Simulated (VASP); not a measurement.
Set up this calculation in VASP 6.6.1, as the native input.

```
Task                   : single point
Functional             : PBE
Potentials or basis    : VASP PAW PBE potentials, release 64 (Hg, Se)
Cutoff                 : 520 eV
k mesh                 : 8 × 8 × 16
Occupations            : gaussian, width 0.1 eV
Spin                   : no spin polarisation
Dipole correction      : no
Further INCAR settings : ALGO = Normal; EDIFF = 1e-06; NBANDS = 23
```

The structure of HgSe3 lies in POSCAR:

```
HgSe3
1.0
    5.8210878111      0.0000000000      0.0000000000
    0.0000000000      5.8210878111      0.0000000000
    0.0000000000      0.0000000000      2.7497305087
Hg Se
1 3
Direct
    0.0000000000      0.0000000000      0.0000000000
    0.0000000000      0.5000000000      0.5000000000
    0.5000000000      0.0000000000      0.5000000000
    0.5000000000      0.5000000000      0.0000000000
```

One way to write it, as run:

INCAR

```
SYSTEM = HgSe3
PREC = Accurate
ENCUT = 520
EDIFF = 1E-6
ISMEAR = 0
SIGMA = 0.1
LREAL = .FALSE.
LASPH = .TRUE.
NELM = 80
ALGO = Normal
ISIF = 2
LWAVE = .FALSE.
LCHARG = .TRUE.
GGA = PE
LELF = .TRUE.
LVHAR = .TRUE.
NBANDS = 23
```

KPOINTS

```
regular mesh
0
G
  8 8 16
  0 0 0
```

Potentials or basis: VASP PAW PBE potentials, release 64 (Hg, Se).

The run is started by

```console
$ cat potpaw_PBE.64/Hg/POTCAR potpaw_PBE.64/Se/POTCAR > POTCAR
$ mpirun -np 1 vasp_std > vasp.out
```

Results of the run:

```
Pressure               : 0.1 GPa
Band gap on the k mesh : zero (band 15 reaches 5.03 eV, above the bottom of band 16 at 2.22 eV)
```

Caveat: spin-orbit coupling is left out, which moves the levels of the heavy elements.

Run time: 5.6 min on 1 thread of AMD EPYC 7R13 Processor (Zen 3) (shared host), peak memory 0.36 GiB.
